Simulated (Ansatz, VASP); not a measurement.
**Two plane-wave programs on SiC**

```xyz
2
Lattice="0.0000 2.0285 2.0285 2.0285 0.0000 2.0285 2.0285 2.0285 0.0000" Properties=species:S:1:pos:R:3 pbc="T T T"
Si    2.0285    2.0285    2.0285
C     0.0000    0.0000    0.0000
```

Alike in both runs: functional PBE; k mesh 24 × 24 × 24; occupations gaussian, width 0.1 eV; no spin polarisation.

Ansatz relaxed the structure, and its values are those at the end. VASP's run is a single point on that final structure, the one shown.

|  | VASP | Ansatz |
| --- | --- | --- |
| version | VASP 6.6.1 | Ansatz 0.2.0 |
| potentials or method | VASP PAW PBE potentials, release 64 (Si, C), cutoff 520 eV | scalar-relativistic, plane waves, PAW |
| valence electrons in the cell | 8 | 8 |

```csv
,VASP,Ansatz,Ansatz less VASP
gap on the k mesh at the Fermi level (eV),none,none,-
pressure (GPa),0.2,0.0,-0.19
```

A gap of «none» marks a metal or a gap that the smearing closes. With one functional, cell and mesh, what is left measures potentials, basis and numerics.
